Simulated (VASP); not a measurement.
Wanted: the native input for a VASP 6.6.1 run.

| Quantity | Value |
| --- | --- |
| Task | single point |
| Functional | revPBE |
| Potentials or basis | VASP PAW PBE potentials, release 64 (Hg, Te) |
| Cutoff | 520 eV |
| k mesh | 7 × 7 × 7 |
| Occupations | fermi-dirac, width 0.05 eV |
| Spin | no spin polarisation |
| Dipole correction | no |
| Further INCAR settings | ALGO = Normal; EDIFF = 1e-06; NBANDS = 16 |

The structure of HgTe (Coloradoite) lies in POSCAR:

```
HgTe
1.0
    0.0000000000      3.1710554852      3.1710554852
    3.1710554852      0.0000000000      3.1710554852
    3.1710554852      3.1710554852      0.0000000000
Hg Te
1 1
Direct
    0.0000000000      0.0000000000      0.0000000000
    0.7500000000      0.7500000000      0.7500000000
```

The input as run:

INCAR

```
SYSTEM = HgTe
  PREC = Accurate
  ENCUT = 520
  EDIFF = 1E-6
  ISMEAR = -1
  SIGMA = 0.05
  LREAL = .FALSE.
  LASPH = .TRUE.
  NELM = 100
  ALGO = Normal
  ISIF = 2
  LWAVE = .FALSE.
  LCHARG = .TRUE.
  GGA = RE
  LELF = .TRUE.
  LVHAR = .TRUE.
  NBANDS = 16
```

KPOINTS

```
regular mesh
0
G
  7 7 7
  0 0 0
```

Potentials or basis: VASP PAW PBE potentials, release 64 (Hg, Te).

Run with:

```bash
$ cat potpaw_PBE.64/Hg/POTCAR potpaw_PBE.64/Te/POTCAR > POTCAR
$ mpirun -np 1 vasp_std > vasp.out
```

It gave:

```
Pressure               : 8.5 GPa
Band gap on the k mesh : zero (filled and empty bands touch)
```

Caveat: the PAW data sets were made with another functional, which shifts forces and pressure a little; spin-orbit coupling is left out, which moves the levels of the heavy elements.

It took 12 s on 1 thread of Intel(R) Xeon(R) Platinum 8559C (Emerald Rapids), with other jobs on the host, peak memory 0.21 GiB.
